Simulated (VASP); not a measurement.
# Cs (P6_3/mmc) in VASP: further runs

Runs on Cs. Level: PBE. Tasks: single point.

All numbers are computed with VASP 6.6.1; they aren't measurements. Logs are shortened: lines on timing, memory, paths and dates and some standing lists are left out, and cuts for length are marked.

### Step 1. The cell of the first run

The structure is hexagonal, space group P6_3/mmc (No. 194). The conventional cell has a = 5.452 Å, b = 5.452 Å, c = 18.143 Å, α = 90.00°, β = 90.00°, γ = 120.00°.

This isn't the form of Cs at room conditions, which is bcc.

### Step 2. Single point, PBE

File INCAR:

```
PREC     = Accurate       # precision mode
ENCUT    = 520            # plane-wave cutoff, eV
EDIFF    = 1E-6           # SCF threshold, eV
ISMEAR   = -1             # smearing method
SIGMA    = 0.05           # smearing width, eV
LREAL    = F              # projectors in reciprocal space
LASPH    = T              # aspherical terms in the spheres
NELM     = 80             # most SCF steps
ALGO     = Fast           # electronic algorithm
ISIF     = 2              # what is computed and relaxed
LWAVE    = F              # write WAVECAR
LCHARG   = T              # write CHGCAR
GGA      = PE             # functional
LELF     = T              # ELF
LVHAR    = T            
NBANDS   = 26             # bands
```

File KPOINTS:

```
regular mesh
0
Gamma
  6 6 2
```

File POSCAR:

```
Cs
1.0
    5.4522867169      0.0000000000      0.0000000000
   -2.7261433585      4.7218188056      0.0000000000
    0.0000000000      0.0000000000     18.1434777481
Cs
4
Direct
    0.6666666667      0.3333333333      0.7500000000
    0.0000000000      0.0000000000      0.5000000000
    0.3333333333      0.6666666667      0.2500000000
    0.0000000000      0.0000000000      0.0000000000
```

Potentials or basis: VASP PAW PBE potentials, release 64 (Cs_sv).

Command:

```console
$ cat potpaw_PBE.64/Cs_sv/POTCAR > POTCAR
$ mpirun -np 1 vasp_std > vasp.out
```

OUTCAR:

```text
PREC = Accurate
   ENCUT = 520
   EDIFF = 1E-6
   ISMEAR = -1
   LREAL = F
   LASPH = T
   NELM = 80
   ISIF = 2
   GGA = PE

 ion  position               nearest neighbor table
   1  0.667  0.333  0.750-
   2  0.000  0.000  0.500-
   3  0.333  0.667  0.250-
   4  0.000  0.000  0.000-

  LATTYP: Found a hexagonal cell.
 ALAT       =     5.4522867169
 C/A-ratio  =     3.3276822534

  Lattice vectors:

 A1 = (   5.4522867169,   0.0000000000,   0.0000000000)
 A2 = (  -2.7261433585,   4.7218188056,   0.0000000000)
 A3 = (   0.0000000000,   0.0000000000,  18.1434777481)

Analysis of symmetry for initial positions (statically):
=====================================================================
 Subroutine PRICEL returns:
 Original cell was already a primitive cell.

 Routine SETGRP: Setting up the symmetry group for a
 hexagonal supercell.

 Subroutine GETGRP returns: Found 24 space group operations
 (whereof 12 operations were pure point group operations)
 out of a pool of 24 trial point group operations.

The static configuration has the point symmetry D_3d.
 The point group associated with its full space group is D_6h.

Analysis of symmetry for dynamics (positions and initial velocities):
=====================================================================
 Subroutine PRICEL returns:
 Original cell was already a primitive cell.

 Routine SETGRP: Setting up the symmetry group for a
 hexagonal supercell.

 Subroutine GETGRP returns: Found 24 space group operations
 (whereof 12 operations were pure point group operations)
 out of a pool of 24 trial point group operations.

The dynamic configuration has the point symmetry D_3d.
 The point group associated with its full space group is D_6h.

 Subroutine INISYM returns: Found 24 space group operations
 (whereof 12 operations are pure point group operations),
 and found     1 'primitive' translations

----------------------------------------------------------------------------------------

                                     Primitive cell

  volume of cell :     467.0986

  direct lattice vectors                    reciprocal lattice vectors
     5.452286717  0.000000000  0.000000000     0.183409283  0.105891399  0.000000000
    -2.726143358  4.721818806  0.000000000     0.000000000  0.211782798  0.000000000
     0.000000000  0.000000000 18.143477748     0.000000000  0.000000000  0.055116225

  length of vectors
     5.452286717  5.452286717 18.143477748     0.211782798  0.211782798  0.055116225

  position of ions in fractional coordinates (direct lattice)
     0.666666667  0.333333333  0.750000000
     0.000000000  0.000000000  0.500000000
     0.333333333  0.666666667  0.250000000
     0.000000000  0.000000000  0.000000000

  ion indices of the primitive-cell ions
   primitive index   ion index
                 1           1
                 2           2
                 3           3
                 4           4

----------------------------------------------------------------------------------------

 KPOINTS: regular mesh

Automatic generation of k-mesh.
 Grid dimensions read from file:
 generate k-points for:    6    6    2

 Generating k-lattice:

  Cartesian coordinates                     Fractional coordinates (reciprocal lattice)
     0.030568214  0.017648567  0.000000000     0.166666667  0.000000000  0.000000000
     0.000000000  0.035297133  0.000000000     0.000000000  0.166666667  0.000000000
     0.000000000  0.000000000  0.027558112     0.000000000  0.000000000  0.500000000

  Length of vectors
     0.035297133  0.035297133  0.027558112

  Shift w.r.t. Gamma in fractional coordinates (k-lattice)
     0.000000000  0.000000000  0.000000000

 Subroutine IBZKPT returns following result:
 ===========================================

 Found     14 irreducible k-points:

 Following reciprocal coordinates:
            Coordinates               Weight
  0.000000  0.000000  0.000000      1.000000
  0.166667  0.000000  0.000000      6.000000
  0.333333  0.000000  0.000000      6.000000
  0.500000  0.000000  0.000000      3.000000
  0.166667  0.166667  0.000000      6.000000
  0.333333  0.166667  0.000000     12.000000
  0.333333  0.333333  0.000000      2.000000
  0.000000  0.000000  0.500000      1.000000
  0.166667  0.000000  0.500000      6.000000
  0.333333  0.000000  0.500000      6.000000
  0.500000  0.000000  0.500000      3.000000
  0.166667  0.166667  0.500000      6.000000
  0.333333  0.166667  0.500000     12.000000
  0.333333  0.333333  0.500000      2.000000
   k-points           NKPTS =     14   k-points in BZ     NKDIM =     14   number of bands    NBANDS=     26
   number of dos      NEDOS =    301   number of ions     NIONS =      4
   total plane-waves  NPLWV = 246960
   dimension x,y,z NGX =    42 NGY =   42 NGZ =  140
   dimension x,y,z NGXF=    84 NGYF=   84 NGZF=  280
   ions per type =               4
   NGX,Y,Z   is equivalent  to a cutoff of  12.81, 12.81, 12.83 a.u.
   NGXF,Y,Z  is equivalent  to a cutoff of  25.61, 25.61, 25.66 a.u.
 SYSTEM =  unknown system
   PREC   = accura    normal or accurate (medium, high low for compatibility)
   ISTART =      0    job   : 0-new  1-cont  2-samecut
   ICHARG =      2    charge: 1-file 2-atom 10-const
   ISPIN  =      1    spin polarized calculation?
   LNONCOLLINEAR =      F non collinear calculations
   LSORBIT =      F    spin-orbit coupling
   LASPH  =      T    aspherical Exc in radial PAW
   ENCUT  =  520.0 eV  38.22 Ry    6.18 a.u.  10.14 10.14 33.73*2*pi/ulx,y,z
   NELM   =     80;   NELMIN=  2; NELMDL= -5     # of ELM steps
   EDIFF  = 0.1E-05   stopping-criterion for ELM
   LREAL  =      F    real-space projection
   EDIFFG = 0.1E-04   stopping-criterion for IOM
   NSW    =      0    number of steps for IOM
   IBRION =     -1    ionic relax: 0-MD 1-quasi-New 2-CG
   NFREE  =      0    steps in history (QN), initial steepest desc. (CG)
   ISIF   =      2    stress and relaxation
   ISYM   =      2    0-nonsym 1-usesym 2-fastsym
   POTIM  = 0.5000    time-step for ionic-motion
   TEBEG  =    0.0;   TEEND  =   0.0 temperature during run
   PSTRESS=    0.0 pullay stress
   NELECT =      36.0000    total number of electrons
   NUPDOWN=      -1.0000    fix difference up-down
   EMIN   =  10.00;   EMAX   =-10.00  energy-range for DOS
   EFERMI =   0.00;   METHOD = LEGACY
   ISMEAR =    -1;   SIGMA  =   0.05  broadening in eV -4-tet -1-fermi 0-gaus
   EFERMI_NEDOS =   21; number of points for ismear=-14 and -15
   IALGO  =     68    algorithm
   IMIX   =      4    mixing-type and parameters
     AMIX     =   0.40;   BMIX     =  1.00
     AMIX_MAG =   1.60;   BMIX_MAG =  1.00
  volume/ion in A,a.u.               =     116.77       788.03
  Fermi-wavevector in a.u.,A,eV,Ry     =   0.696690  1.316553  6.603952  0.485377
  Thomas-Fermi vector in A             =   1.779810
   LORBIT       =      0    0 simple, 1 ext, 2 COOP (PROOUT), +10 PAW based schemes
   GGA     = PE    functional components
   LHFCALC =     F    Hartree Fock is set to
   AEXX    =    0.0000 exact exchange contribution
   IVDW    =     0    specifies the selected vdW correction
   LEPSILON=     F    determine dielectric tensor
   LRPA    =     F    only Hartree local field effects (RPA)
 non-spin polarized calculation
 RMM-DIIS sequential band-by-band and
  energy-cutoff  :      520.00
  volume of cell :      467.10
 maximum number of plane-waves:     12612
 NGX is ok and might be reduce to    42
   NGX = 21   NGY = 21   NGZ = 67

 number of electron      35.9999996 magnetization

 Free energy of the ion-electron system (eV)
  ---------------------------------------------------
  ext. energy  EPLUGINS =         0.00000000
  ---------------------------------------------------
  free energy    TOTEN  =        -3.41236030 eV

  energy without entropy =       -3.37022454  energy(sigma->0) =       -3.39129242

 E-fermi :   0.4172     XC(G=0):  -5.3675

 val. band max:        0.4073729343   @ k =   0.5000   0.0000   0.0000
 cond. band min:       0.4747082678   @ k =   0.5000   0.0000   0.5000
 fundamental gap:      0.0673353335
 Fermi energy:         0.4172239848

 k-point     1 :       0.0000    0.0000    0.0000
  band No.  band energies     occupation
      1     -23.4441      2.00000
      2     -23.4417      2.00000
      3     -23.4413      2.00000
      4     -23.4389      2.00000
      5     -10.3149      2.00000
      6     -10.2548      2.00000
[... 18 lines left out ...]
     25       2.7991      0.00000
     26       2.8224      0.00000

 k-point     2 :       0.1667    0.0000    0.0000
  band No.  band energies     occupation
      1     -23.4428      2.00000
      2     -23.4407      2.00000
      3     -23.4403      2.00000
      4     -23.4382      2.00000
      5     -10.3041      2.00000
      6     -10.2592      2.00000
[... 18 lines left out ...]
     25       2.3844      0.00000
     26       2.4358      0.00000

 k-point     3 :       0.3333    0.0000    0.0000
  band No.  band energies     occupation
      1     -23.4399      2.00000
      2     -23.4386      2.00000
      3     -23.4383      2.00000
      4     -23.4370      2.00000
      5     -10.2954      2.00000
      6     -10.2952      2.00000
[... 18 lines left out ...]
     25       1.9291      0.00000
     26       1.9895      0.00000

 k-point     4 :       0.5000    0.0000    0.0000
  band No.  band energies     occupation
      1     -23.4383      2.00000
      2     -23.4376      2.00000
      3     -23.4372      2.00000
      4     -23.4366      2.00000
      5     -10.3197      2.00000
      6     -10.3169      2.00000
[... 18 lines left out ...]
     25       1.9313      0.00000
     26       1.9815      0.00000

 k-point     5 :       0.1667    0.1667    0.0000
  band No.  band energies     occupation
      1     -23.4407      2.00000
      2     -23.4391      2.00000
      3     -23.4388      2.00000
      4     -23.4372      2.00000
      5     -10.2858      2.00000
      6     -10.2786      2.00000
[... 18 lines left out ...]
     25       1.9602      0.00000
     26       2.0057      0.00000

 k-point     6 :       0.3333    0.1667    0.0000
  band No.  band energies     occupation
      1     -23.4383      2.00000
      2     -23.4376      2.00000
      3     -23.4372      2.00000
      4     -23.4366      2.00000
      5     -10.3059      2.00000
      6     -10.3036      2.00000
[... 18 lines left out ...]
     25       1.8352      0.00000
     26       1.9375      0.00000

 k-point     7 :       0.3333    0.3333    0.0000
  band No.  band energies     occupation
      1     -23.4371      2.00000
      2     -23.4371      2.00000
      3     -23.4367      2.00000
      4     -23.4367      2.00000
      5     -10.2920      2.00000
      6     -10.2839      2.00000
[... 18 lines left out ...]
     25       1.4960      0.00000
     26       1.7852      0.00000

 k-point     8 :       0.0000    0.0000    0.5000
  band No.  band energies     occupation
      1     -23.4433      2.00000
      2     -23.4433      2.00000
      3     -23.4397      2.00000
      4     -23.4397      2.00000
      5     -10.2975      2.00000
      6     -10.2975      2.00000
[... 18 lines left out ...]
     25       2.8192      0.00000
     26       2.8244      0.00000

 k-point     9 :       0.1667    0.0000    0.5000
  band No.  band energies     occupation
      1     -23.4421      2.00000
      2     -23.4421      2.00000
      3     -23.4389      2.00000
      4     -23.4389      2.00000
      5     -10.2909      2.00000
      6     -10.2909      2.00000
[... 18 lines left out ...]
     25       2.4915      0.00000
     26       2.6412      0.00000

 k-point    10 :       0.3333    0.0000    0.5000
  band No.  band energies     occupation
      1     -23.4395      2.00000
      2     -23.4395      2.00000
      3     -23.4374      2.00000
      4     -23.4374      2.00000
      5     -10.2942      2.00000
      6     -10.2942      2.00000
[... 18 lines left out ...]
     25       2.0237      0.00000
     26       2.0244      0.00000

 k-point    11 :       0.5000    0.0000    0.5000
  band No.  band energies     occupation
      1     -23.4381      2.00000
      2     -23.4381      2.00000
      3     -23.4368      2.00000
      4     -23.4368      2.00000
      5     -10.3146      2.00000
      6     -10.3146      2.00000
[... 18 lines left out ...]
     25       1.8723      0.00000
     26       1.8744      0.00000

 k-point    12 :       0.1667    0.1667    0.5000
  band No.  band energies     occupation
      1     -23.4402      2.00000
      2     -23.4402      2.00000
      3     -23.4377      2.00000
      4     -23.4377      2.00000
      5     -10.2862      2.00000
      6     -10.2862      2.00000
[... 18 lines left out ...]
     25       2.0988      0.00000
     26       2.1093      0.00000

 k-point    13 :       0.3333    0.1667    0.5000
  band No.  band energies     occupation
      1     -23.4381      2.00000
      2     -23.4381      2.00000
      3     -23.4368      2.00000
      4     -23.4368      2.00000
      5     -10.3014      2.00000
      6     -10.3014      2.00000
[... 18 lines left out ...]
     25       1.8522      0.00000
     26       1.8538      0.00000

 k-point    14 :       0.3333    0.3333    0.5000
  band No.  band energies     occupation
      1     -23.4371      2.00000
      2     -23.4371      2.00000
      3     -23.4367      2.00000
      4     -23.4367      2.00000
      5     -10.2900      2.00000
      6     -10.2900      2.00000
[... 18 lines left out ...]
     25       1.7602      0.00000
     26       1.7811      0.00000

------------------------ aborting loop because EDIFF is reached ----------------------------------------

  FORCE on cell =-STRESS in cart. coord.  units (eV):
  Direction    XX          YY          ZZ          XY          YZ          ZX
  --------------------------------------------------------------------------------------
  -------------------------------------------------------------------------------------
  Total        0.1790807      0.1790807     -0.2455947     -0.0000000      0.0000000      0.0000000
  in kB        0.6142582      0.6142582     -0.8424053     -0.0000000      0.0000000      0.0000000
  external PRESSURE =       0.1287037 kB  Pullay stress =       0.0000000 kB

 VOLUME and BASIS-vectors are now :
 -----------------------------------------------------------------------------
  energy-cutoff  :      520.00
  volume of cell :      467.10
      direct lattice vectors                 reciprocal lattice vectors
     5.452286717  0.000000000  0.000000000     0.183409283  0.105891399  0.000000000
    -2.726143358  4.721818806  0.000000000     0.000000000  0.211782798  0.000000000
     0.000000000  0.000000000 18.143477748     0.000000000  0.000000000  0.055116225

 POSITION                                       TOTAL-FORCE (eV/Angst)
 -----------------------------------------------------------------------------------
      2.72614      1.57394     13.60761        -0.000000      0.000000      0.000000
      0.00000      0.00000      9.07174         0.000000      0.000000     -0.000000
     -0.00000      3.14788      4.53587         0.000000      0.000000      0.000000
      0.00000      0.00000      0.00000         0.000000      0.000000     -0.000000
 -----------------------------------------------------------------------------------
    total drift:                               -0.000000      0.000000     -0.000000

  FREE ENERGIE OF THE ION-ELECTRON SYSTEM (eV)
  ---------------------------------------------------
  free  energy   TOTEN  =        -3.4123603035 eV

  energy  without entropy=       -3.3702245434  energy(sigma->0) =       -3.39129242
```

Wall time 4 min (1 thread of Oxide Virtual Turin-like, shared host); peak memory 0.54 GiB.

Results:

* Free energy: -3.4124 eV
* Pressure: 0.0 GPa
* Band gap on the k mesh: zero (bands 18 and 19 overlap by 1.76 eV)

Caveat: spin-orbit coupling is left out, which moves the levels of the heavy elements.

(Part 1 of 2 ends here.)

The gap in the log of VASP goes by the Fermi energy; the results here count the filled bands.